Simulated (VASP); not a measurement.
# Pt12C in VASP: a series of runs, part 2 of 2

VASP 6.6.1. Earlier steps stand in the parts before.

**3. Single point, PBE**

INCAR

```
SYSTEM = Pt12C
PREC = Accurate ; ENCUT = 520
EDIFF = 1E-6 ; ISMEAR = 0
SIGMA = 0.1 ; LREAL = .False.
LASPH = .True. ; NELM = 120
ALGO = Normal ; ISIF = 2
LWAVE = .False. ; LCHARG = .False.
LDIPOL = .True. ; IDIPOL = 3
DIPOL = 0.5 0.5 0.318 ; GGA = PE
NBANDS = 74 ; GGA_COMPAT = .False.
NELMDL = -8
```

KPOINTS

```
Automatic mesh
0
Gamma
  5 5 1
  0 0 0
```

POSCAR

```
Pt12C
1.0
    5.6143281343      0.0000000000      0.0000000000
    0.0000000000      5.6143281343      0.0000000000
    0.0000000000      0.0000000000     19.3513792319
Pt C
12 1
Direct
    0.2500000000      0.2500000000      0.2067036128
    0.2500000000      0.7500000000      0.2067036128
    0.7500000000      0.2500000000      0.2067036128
    0.7500000000      0.7500000000      0.2067036128
    0.0000000000      0.0000000000      0.3062504947
    0.0000000000      0.5000000000      0.3062504947
    0.5000000000      0.0000000000      0.3062504947
    0.5000000000      0.5000000000      0.3062504947
    0.2500000000      0.2500000000      0.4057271132
    0.2500000000      0.7500000000      0.4057271132
    0.7500000000      0.2500000000      0.4057271132
    0.7500000000      0.7500000000      0.4057271132
    0.3333333333      0.5000000000      0.4638766440
```

Potentials or basis: VASP PAW PBE potentials, release 64 (Pt, C).

Command:

```console
$ cat potpaw_PBE.64/Pt/POTCAR potpaw_PBE.64/C/POTCAR > POTCAR
$ mpirun -np 1 vasp_std > vasp.out
```

OUTCAR:

```text
SYSTEM = Pt12C
   PREC = Accurate
   ENCUT = 520
   EDIFF = 1E-6
   ISMEAR = 0
   LREAL = .False.
   LASPH = .True.
   NELM = 120
   ISIF = 2
   GGA = PE
   NELMDL = -8

 ion  position               nearest neighbor table
   1  0.250  0.250  0.207-   5 2.77   6 2.77   7 2.77   8 2.77   2 2.81   3 2.81   2 2.81   3 2.81

   2  0.250  0.750  0.207-   5 2.77   6 2.77   7 2.77   8 2.77   1 2.81   4 2.81   1 2.81   4 2.81

   3  0.750  0.250  0.207-   5 2.77   6 2.77   7 2.77   8 2.77   1 2.81   4 2.81   4 2.81   1 2.81
[... 4 lines left out ...]
                             6 2.81   7 2.81   6 2.81   7 2.81
   6  0.000  0.500  0.306-   9 2.77  10 2.77  11 2.77  12 2.77   1 2.77   2 2.77   3 2.77   4 2.77
                             5 2.81   8 2.81   5 2.81   8 2.81
   7  0.500  0.000  0.306-   9 2.77  10 2.77  11 2.77  12 2.77   1 2.77   2 2.77   3 2.77   4 2.77
                             5 2.81   8 2.81   8 2.81   5 2.81
   8  0.500  0.500  0.306-   9 2.77  10 2.77  11 2.77  12 2.77   1 2.77   2 2.77   3 2.77   4 2.77
                             6 2.81   7 2.81   7 2.81   6 2.81
   9  0.250  0.250  0.406-  13 1.86   6 2.77   7 2.77   8 2.77   5 2.77  11 2.81  10 2.81  10 2.81
                            11 2.81
  10  0.250  0.750  0.406-  13 1.86   6 2.77   7 2.77   8 2.77   5 2.77  12 2.81   9 2.81   9 2.81
                            12 2.81
  11  0.750  0.250  0.406-   5 2.77   6 2.77   7 2.77   8 2.77   9 2.81  12 2.81  12 2.81   9 2.81

  12  0.750  0.750  0.406-   5 2.77   6 2.77   7 2.77   8 2.77  10 2.81  11 2.81  11 2.81  10 2.81

  13  0.333  0.500  0.464-   9 1.86  10 1.86

  LATTYP: Found a simple tetragonal cell.
 ALAT       =     5.6143281343
 C/A-ratio  =     3.4467845072

  Lattice vectors:

 A1 = (   5.6143281343,   0.0000000000,   0.0000000000)
 A2 = (   0.0000000000,   5.6143281343,   0.0000000000)
 A3 = (   0.0000000000,   0.0000000000,  19.3513792319)

Analysis of symmetry for initial positions (statically):
=====================================================================
 Subroutine PRICEL returns:
 Original cell was already a primitive cell.

 Routine SETGRP: Setting up the symmetry group for a
 simple tetragonal supercell.

 Subroutine GETGRP returns: Found  2 space group operations
 (whereof  2 operations were pure point group operations)
 out of a pool of 16 trial point group operations.

The static configuration has the point symmetry C_1h.

Analysis of symmetry for dynamics (positions and initial velocities):
=====================================================================
 Subroutine PRICEL returns:
 Original cell was already a primitive cell.

 Routine SETGRP: Setting up the symmetry group for a
 simple tetragonal supercell.

 Subroutine GETGRP returns: Found  2 space group operations
 (whereof  2 operations were pure point group operations)
 out of a pool of 16 trial point group operations.

The dynamic configuration has the point symmetry C_1h.

 Subroutine INISYM returns: Found  2 space group operations
 (whereof  2 operations are pure point group operations),
 and found     1 'primitive' translations

----------------------------------------------------------------------------------------

                                     Primitive cell

[... 88 lines left out ...]
   ISTART =      0    job   : 0-new  1-cont  2-samecut
   ICHARG =      2    charge: 1-file 2-atom 10-const
   ISPIN  =      1    spin polarized calculation?
   LNONCOLLINEAR =      F non collinear calculations
   LSORBIT =      F    spin-orbit coupling
   LASPH  =      T    aspherical Exc in radial PAW
   ENCUT  =  520.0 eV  38.22 Ry    6.18 a.u.  10.44 10.44 35.98*2*pi/ulx,y,z
   NELM   =    120;   NELMIN=  2; NELMDL= -8     # of ELM steps
   EDIFF  = 0.1E-05   stopping-criterion for ELM
   LREAL  =      F    real-space projection
   EDIFFG = 0.1E-04   stopping-criterion for IOM
   NSW    =      0    number of steps for IOM
   IBRION =     -1    ionic relax: 0-MD 1-quasi-New 2-CG
   NFREE  =      0    steps in history (QN), initial steepest desc. (CG)
   ISIF   =      2    stress and relaxation
   ISYM   =      2    0-nonsym 1-usesym 2-fastsym
   POTIM  = 0.5000    time-step for ionic-motion
   TEBEG  =    0.0;   TEEND  =   0.0 temperature during run
   PSTRESS=    0.0 pullay stress
   NELECT =     124.0000    total number of electrons
   NUPDOWN=      -1.0000    fix difference up-down
   EMIN   =  10.00;   EMAX   =-10.00  energy-range for DOS
   EFERMI =   0.00;   METHOD = LEGACY
   ISMEAR =     0;   SIGMA  =   0.10  broadening in eV -4-tet -1-fermi 0-gaus
   EFERMI_NEDOS =   21; number of points for ismear=-14 and -15
   IALGO  =     38    algorithm
   IMIX   =      4    mixing-type and parameters
     AMIX     =   0.40;   BMIX     =  1.00
     AMIX_MAG =   1.60;   BMIX_MAG =  1.00
  volume/ion in A,a.u.               =      46.92       316.64
  Fermi-wavevector in a.u.,A,eV,Ry     =   0.962601  1.819052 12.607163  0.926600
  Thomas-Fermi vector in A             =   2.092074
   LORBIT       =      0    0 simple, 1 ext, 2 COOP (PROOUT), +10 PAW based schemes
   GGA     = PE    functional components
   LHFCALC =     F    Hartree Fock is set to
   AEXX    =    0.0000 exact exchange contribution
   IVDW    =     0    specifies the selected vdW correction
   LEPSILON=     F    determine dielectric tensor
   LRPA    =     F    only Hartree local field effects (RPA)
 non-spin polarized calculation
 Gauss-broadening in eV      SIGMA  =   0.10
  energy-cutoff  :      520.00
  volume of cell :      609.97
 maximum number of plane-waves:     16469
 NGX is ok and might be reduce to    42
   NGX = 21   NGY = 21   NGZ = 71

 dipolmoment           0.000000      0.000000     -0.258071 electrons x Angstroem

 number of electron     124.0000010 magnetization

 dipolmoment           0.000000      0.000000      0.013032 electrons x Angstroem

 Free energy of the ion-electron system (eV)
  ---------------------------------------------------
  ext. energy  EPLUGINS =         0.00000000
  ---------------------------------------------------
  free energy    TOTEN  =       -73.58384870 eV

  energy without entropy =      -73.45545519  energy(sigma->0) =      -73.51965195

 E-fermi :  -0.5647     XC(G=0):  -5.1598

 val. band max:       -0.5704645476   @ k =   0.2000   0.0000   0.0000
 cond. band min:      -0.5522213984   @ k =   0.2000   0.2000   0.0000
 fundamental gap:      0.0182431492
 Fermi energy:        -0.5647499201

 k-point     1 :       0.0000    0.0000    0.0000
  band No.  band energies     occupation
      1     -12.4709      2.00000
      2      -9.2754      2.00000
      3      -7.2636      2.00000
      4      -7.1478      2.00000
      5      -7.0542      2.00000
      6      -6.9990      2.00000
[... 682 lines left out ...]
     73       2.8604      0.00000
     74       3.5822      0.00000

------------------------ aborting loop because EDIFF is reached ----------------------------------------

 vacuum level on the upper side and lower side of the slab       (xc-potential included)        -0.161        -0.230

  FORCE on cell =-STRESS in cart. coord.  units (eV):
  Direction    XX          YY          ZZ          XY          YZ          ZX
  --------------------------------------------------------------------------------------
  -------------------------------------------------------------------------------------
  Total       -8.9059551     -6.8955546      5.0171078      0.0000000      0.0000000      0.4762003
  in kB      -23.3928737    -18.1122448     13.1782124      0.0000000      0.0000000      1.2508141
  external PRESSURE =      -9.4423020 kB  Pullay stress =       0.0000000 kB

 VOLUME and BASIS-vectors are now :
 -----------------------------------------------------------------------------
  energy-cutoff  :      520.00
  volume of cell :      609.97
      direct lattice vectors                 reciprocal lattice vectors
     5.614328134  0.000000000  0.000000000     0.178115703  0.000000000  0.000000000
     0.000000000  5.614328134  0.000000000     0.000000000  0.178115703  0.000000000
     0.000000000  0.000000000 19.351379232     0.000000000  0.000000000  0.051675903

 POSITION                                       TOTAL-FORCE (eV/Angst)
 -----------------------------------------------------------------------------------
      1.40358      1.40358      4.00000        -0.000048     -0.022610      0.065120
      1.40358      4.21075      4.00000        -0.000048      0.022610      0.065120
      4.21075      1.40358      4.00000        -0.015032      0.034716     -0.235684
      4.21075      4.21075      4.00000        -0.015032     -0.034716     -0.235684
      0.00000      0.00000      5.92637        -0.017397      0.000000     -0.088802
      0.00000      2.80716      5.92637        -0.354788      0.000000     -0.644943
      2.80716      0.00000      5.92637        -0.042622      0.000000     -0.336006
      2.80716      2.80716      5.92637         0.349182      0.000000     -0.829242
      1.40358      1.40358      7.85138        -0.183043     -1.281190      0.962572
      1.40358      4.21075      7.85138        -0.183043      1.281190      0.962572
      4.21075      1.40358      7.85138         0.127224      0.057695      0.059677
      4.21075      4.21075      7.85138         0.127224     -0.057695      0.059677
      1.87144      2.80716      8.97665         0.207424      0.000000      0.195624
 -----------------------------------------------------------------------------------
    total drift:                                0.000184      0.000000     -0.000042

  FREE ENERGIE OF THE ION-ELECTRON SYSTEM (eV)
  ---------------------------------------------------
  free  energy   TOTEN  =       -73.5838487002 eV

  energy  without entropy=      -73.4554551934  energy(sigma->0) =      -73.51965195

 vacuum level on the upper side and lower side of the slab         5.056         4.982
```

Wall time 12 min (1 thread of Intel Xeon 6975P-C (Granite Rapids), shared host); peak memory 0.71 GiB.

What came out:

```yaml
Free_energy: -73.5838 eV
Largest_force: 1.613 eV/Å
Band_gap_on_the_k_mesh: zero (bands 62 and 63 overlap by 0.43 eV)
```

Forces in eV/Å, atoms in the order of the input:
```
Pt   0.000 -0.023  0.065
Pt   0.000  0.023  0.065
Pt  -0.015  0.035 -0.236
Pt  -0.015 -0.035 -0.236
Pt  -0.017  0.000 -0.089
Pt  -0.355  0.000 -0.645
Pt  -0.043  0.000 -0.336
Pt   0.349  0.000 -0.829
Pt  -0.183 -1.281  0.963
Pt  -0.183  1.281  0.963
Pt   0.127  0.058  0.060
Pt   0.127 -0.058  0.060
C    0.207  0.000  0.196
```

Levels at points of the mesh, in eV from the Fermi level:
| k point | band 60 | band 61 | band 62 | band 63 | band 64 | band 65 |
| --- | --- | --- | --- | --- | --- | --- |
| (0.00, 0.00, 0.00) | 0.11 | 0.12 | 0.34 | 0.38 | 0.38 | 0.54 |

Caveat: spin-orbit coupling is left out, which moves the levels of the heavy elements.

The gap in the log of VASP goes by the Fermi energy; the results here count the filled bands.